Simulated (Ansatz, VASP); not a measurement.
## Two plane-wave programs on V

INCAR

```
SYSTEM = V
ALGO = Normal
EDIFF = 1E-8
ENCUT = 520
GGA = PE
ISIF = 2
ISMEAR = -1
ISPIN = 2
LASPH = .True.
LCHARG = .False.
LEFG = .True.
LMAXMIX = 4
LORBIT = 11
LREAL = .False.
LWAVE = .False.
MAGMOM = 1.5
NBANDS = 16
NELM = 150
PREC = Accurate
SIGMA = 0.08
```

File KPOINTS:

```
k-points
0
Gamma
  15 15 15
  0 0 0
```

POSCAR

```
V
1.0
    0.0000000000      1.9340762762      1.8192000000
    1.9340762762      0.0000000000      1.8192000000
    1.9340762762      1.9340762762      0.0000000000
V
1
Direct
    0.0000000000      0.0000000000      0.0000000000
```

Input for Ansatz:

```yaml
crystal:
  lattice:
    - [0.0, 1.9340762762, 1.8192]
    - [1.9340762762, 0.0, 1.8192]
    - [1.9340762762, 1.9340762762, 0.0]
  atoms:
    - { symbol: V, position: [0.0, 0.0, 0.0], spin: 1.5 }
magnetization:
  spin_polarized: true
kpoints:
  mp_grid: { grid: [15, 15, 15] }
scf:
  occupations: { method: fermi_dirac, width: 0.08 }
hamiltonian:
  xc: pbe
  pseudopotentials: { kind: paw }
output:
  forces: true
  stress: true
  eigenvalues: true
  efg: { contact_densities: true }
```

Change from the starting cell: z stretched by -4 % at fixed volume, PAW files.

Alike in both runs: task electric field gradients; functional PBE; k mesh 15 × 15 × 15; occupations fermi-dirac, width 0.08 eV; collinear spin.

|  | VASP | Ansatz |
| --- | --- | --- |
| version | VASP 6.6.1 | Ansatz 0.2.0 |
| potentials or method | VASP PAW PBE potentials, release 64 (V_sv) | PAW with Ansatz's default frozen-core files, scalar-relativistic |
| plane-wave cutoff (eV) | 520 | 420 |
| valence electrons in the cell | 13 | 13 |

```tsv
	VASP	Ansatz	Ansatz less VASP
pressure (GPa)	3.5	3.3	-0.22
traceless stress, the component that is largest in VASP (GPa)	-9.98	-9.98	-0.004
net moment per atom (μB)	0.00	0.00	0.000
size of Vzz on the site where it differs most (V/Å²)	13.1	13.3	+0.28
```

Ansatz's warnings: seeded moment not kept.
